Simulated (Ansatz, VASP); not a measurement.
## Two plane-wave programs on HgRuPt3

```
Hg Ru Pt
1.0
     4.80205    0.00000    0.00000
     0.00000    4.80205    0.00000
     0.00000    0.00000    4.80205
Hg Ru Pt
1 1 3
Cartesian
  0.0000 0.0000 0.0000
  2.4010 2.4010 2.4010
  0.0000 2.4010 2.4010
  2.4010 0.0000 2.4010
  2.4010 2.4010 0.0000
```

Alike in both runs: functional PBE; k mesh 4 × 4 × 4; occupations gaussian, width 0.1 eV; no spin polarisation.

Ansatz relaxed the structure, and its values are those at the end. VASP's run is a single point on that final structure, the one shown.

|  | VASP | Ansatz |
| --- | --- | --- |
| version | VASP 6.6.1 | Ansatz 0.2.0 |
| potentials or method | VASP PAW PBE potentials, release 64 (Hg, Ru_pv, Pt), cutoff 520 eV | scalar-relativistic, plane waves, PAW |
| valence electrons in the cell | 56 | 90 |

|  | VASP | Ansatz | Ansatz less VASP |
| --- | --- | --- | --- |
| gap on the k mesh at the Fermi level (eV) | none | none | - |
| pressure (GPa) | 0.2 | 0.2 | +0.02 |

A gap of «none» marks a metal or a gap that the smearing closes. VASP's potentials hold 56 valence electrons a cell and Ansatz's 90, so a difference there can come from the potentials and not from the codes.

Neither program's run includes spin-orbit coupling.
